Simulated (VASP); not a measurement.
# WC (P-6m2) in VASP: notebook, part 2 of 2

VASP 6.6.1.

### 5 Single point, PBE (strain +0.000 along x and y, -0.040 along z)

File INCAR:

```
SYSTEM = WC
ALGO = Normal
EDIFF = 1E-6
ENCUT = 520
GGA = PE
ISIF = 2
ISMEAR = 0
LASPH = .TRUE.
LCHARG = .FALSE.
LREAL = .FALSE.
LWAVE = .FALSE.
NBANDS = 16
NELM = 100
PREC = Accurate
SIGMA = 0.15
```

File KPOINTS:

```
k-points
0
G
  18 18 16
  0 0 0
```

File POSCAR:

```
WC
1.0
    2.9005014360      0.0000000000      0.0000000000
   -1.4502507180      2.5119079273      0.0000000000
    0.0000000000      0.0000000000      2.7158400000
W C
1 1
Direct
    0.0000000000      0.0000000000      0.0000000000
    0.6666666667      0.3333333333      0.5000000000
```

Potentials or basis: VASP PAW PBE potentials, release 64 (W_sv, C).

Launch:

```console
$ cat potpaw_PBE.64/W_sv/POTCAR potpaw_PBE.64/C/POTCAR > POTCAR
$ mpirun -np 1 vasp_std > vasp.out
```

OUTCAR:

```text
SYSTEM = WC
   EDIFF = 1E-6
   ENCUT = 520
   GGA = PE
   ISIF = 2
   ISMEAR = 0
   LASPH = .TRUE.
   LREAL = .FALSE.
   NELM = 100
   PREC = Accurate

 ion  position               nearest neighbor table
   1  0.000  0.000  0.000-   2 2.16   2 2.16   2 2.16   2 2.16   2 2.16   2 2.16
   2  0.667  0.333  0.500-   1 2.16   1 2.16   1 2.16   1 2.16   1 2.16   1 2.16

  LATTYP: Found a hexagonal cell.
 ALAT       =     2.9005014360
 C/A-ratio  =     0.9363346511

  Lattice vectors:

 A1 = (   2.9005014360,   0.0000000000,   0.0000000000)
 A2 = (  -1.4502507180,   2.5119079273,   0.0000000000)
 A3 = (   0.0000000000,   0.0000000000,   2.7158400000)

Analysis of symmetry for initial positions (statically):
=====================================================================
 Subroutine PRICEL returns:
 Original cell was already a primitive cell.

 Routine SETGRP: Setting up the symmetry group for a
 hexagonal supercell.

 Subroutine GETGRP returns: Found 12 space group operations
 (whereof 12 operations were pure point group operations)
 out of a pool of 24 trial point group operations.

The static configuration has the point symmetry D_3h.

Analysis of symmetry for dynamics (positions and initial velocities):
=====================================================================
 Subroutine PRICEL returns:
 Original cell was already a primitive cell.

 Routine SETGRP: Setting up the symmetry group for a
 hexagonal supercell.

 Subroutine GETGRP returns: Found 12 space group operations
 (whereof 12 operations were pure point group operations)
 out of a pool of 24 trial point group operations.

The dynamic configuration has the point symmetry D_3h.

 Subroutine INISYM returns: Found 12 space group operations
 (whereof 12 operations are pure point group operations),
 and found     1 'primitive' translations

----------------------------------------------------------------------------------------

[... 111 lines left out ...]
     AMIX     =   0.40;   BMIX     =  1.00
     AMIX_MAG =   1.60;   BMIX_MAG =  1.00
  volume/ion in A,a.u.               =       9.89        66.76
  Fermi-wavevector in a.u.,A,eV,Ry     =   1.586251  2.997580 34.234889  2.516193
  Thomas-Fermi vector in A             =   2.685591
   LORBIT       =      0    0 simple, 1 ext, 2 COOP (PROOUT), +10 PAW based schemes
   GGA     = PE    functional components
   LHFCALC =     F    Hartree Fock is set to
   AEXX    =    0.0000 exact exchange contribution
   IVDW    =     0    specifies the selected vdW correction
   LEPSILON=     F    determine dielectric tensor
   LRPA    =     F    only Hartree local field effects (RPA)
 non-spin polarized calculation
 Gauss-broadening in eV      SIGMA  =   0.15
  energy-cutoff  :      520.00
  volume of cell :       19.79
 maximum number of plane-waves:       550
 NGX is ok and might be reduce to    24
   NGX = 11   NGY = 11   NGZ = 11

 number of electron      18.0000001 magnetization

 Free energy of the ion-electron system (eV)
  ---------------------------------------------------
  ext. energy  EPLUGINS =         0.00000000
  ---------------------------------------------------
  free energy    TOTEN  =       -22.26998217 eV

  energy without entropy =      -22.26602289  energy(sigma->0) =      -22.26800253

 E-fermi :  11.8242     XC(G=0): -14.0556

 val. band max:       11.8221770487   @ k =   0.4444   0.0556   0.3750
 cond. band min:      11.8525346281   @ k =   0.1111   0.0556   0.3750
 fundamental gap:      0.0303575794
 Fermi energy:        11.8242276632

 k-point     1 :       0.0000    0.0000    0.0000
  band No.  band energies     occupation
      1     -62.1086      2.00000
      2     -26.0341      2.00000
      3     -26.0341      2.00000
      4     -25.9745      2.00000
      5      -3.0614      2.00000
      6       7.2122      2.00000
[... 433 lines left out ...]
      3     -26.2945      2.00000
      4     -25.8610      2.00000
      5       0.3422      2.00000
      6       4.5829      2.00000
[... 8 lines left out ...]
     15      26.2039      0.00000
     16      29.4764      0.00000

 [... further k-points ...]

------------------------ aborting loop because EDIFF is reached ----------------------------------------

  FORCE on cell =-STRESS in cart. coord.  units (eV):
  Direction    XX          YY          ZZ          XY          YZ          ZX
  --------------------------------------------------------------------------------------
  -------------------------------------------------------------------------------------
  Total        2.3060956      2.3060956      6.9118711     -0.0000000     -0.0000000      0.0000000
  in kB      186.7269072    186.7269072    559.6612382     -0.0000000     -0.0000000      0.0000000
  external PRESSURE =     311.0383509 kB  Pullay stress =       0.0000000 kB

 VOLUME and BASIS-vectors are now :
 -----------------------------------------------------------------------------
  energy-cutoff  :      520.00
  volume of cell :       19.79
      direct lattice vectors                 reciprocal lattice vectors
     2.900501436  0.000000000  0.000000000     0.344767973  0.199051882  0.000000000
    -1.450250718  2.511907927  0.000000000     0.000000000  0.398103764  0.000000000
     0.000000000  0.000000000  2.715840000     0.000000000  0.000000000  0.368210204

 POSITION                                       TOTAL-FORCE (eV/Angst)
 -----------------------------------------------------------------------------------
      0.00000      0.00000      0.00000        -0.000000     -0.000000      0.000000
      1.45025      0.83730      1.35792         0.000000      0.000000      0.000000
 -----------------------------------------------------------------------------------
    total drift:                               -0.000000      0.000000      0.000000

  FREE ENERGIE OF THE ION-ELECTRON SYSTEM (eV)
  ---------------------------------------------------
  free  energy   TOTEN  =       -22.2699821712 eV

  energy  without entropy=      -22.2660228896  energy(sigma->0) =      -22.26800253
```

It took 54 s on 1 thread of Intel Xeon Platinum 8488C (Sapphire Rapids), shared host; peak memory 0.22 GiB.

What came out:

```
Free energy            : -22.2700 eV
Pressure               : 31.1 GPa
Band gap on the k mesh : zero (band 9 reaches 12.67 eV, above the bottom of band 10 at 11.18 eV)
```

Stress tensor (GPa, compression positive):
```
18.67  0.00  0.00
 0.00 18.67  0.00
 0.00  0.00 55.97
```

Levels at points of the mesh, in eV from the Fermi level:
```csv
k point,band 7,band 8,band 9,band 10,band 11,band 12
"(0.00, 0.00, 0.00)",-3.89,-3.89,0.49,3.54,3.54,6.04
"(0.50, 0.00, 0.00)",-3.86,-3.36,-0.81,2.67,4.51,4.68
"(0.00, 0.00, 0.50)",-2.60,-2.60,-0.64,-0.64,4.37,4.37
"(0.50, 0.00, 0.50)",-4.93,-4.21,0.42,4.45,5.88,7.03
```

Caveat: the cell differs from its parent crystal (strain +0.000 along x and y, -0.040 along z); spin-orbit coupling is left out, which moves the levels of the heavy elements.

### 6 Summary

| cell | gap on the mesh (eV) | pressure (GPa) |
| --- | --- | --- |
| a = 2.668, b = 2.668, c = 3.055 Å, angles 90.0, 90.0, 120.0°, 2 atoms | none | 56.0 |
| a = 2.901, b = 2.901, c = 2.603 Å, angles 90.0, 90.0, 120.0°, 2 atoms | none | 59.0 |
| a = 2.784, b = 2.784, c = 2.829 Å, angles 90.0, 90.0, 120.0°, 2 atoms | none | 49.4 |
| a = 2.901, b = 2.901, c = 2.716 Å, angles 90.0, 90.0, 120.0°, 2 atoms | none | 31.1 |

Alike in all rows: task single point; level PBE; potentials or basis VASP PAW PBE potentials, release 64 (W_sv, C); no spin polarisation; k mesh 18 × 18 × 16; cutoff (eV) 520; smearing gaussian 0.15 eV.

Caveats: spin-orbit coupling is left out, which moves the levels of the heavy elements.

Total energies depend on the potentials used, so only differences within one code and one set of settings carry meaning.
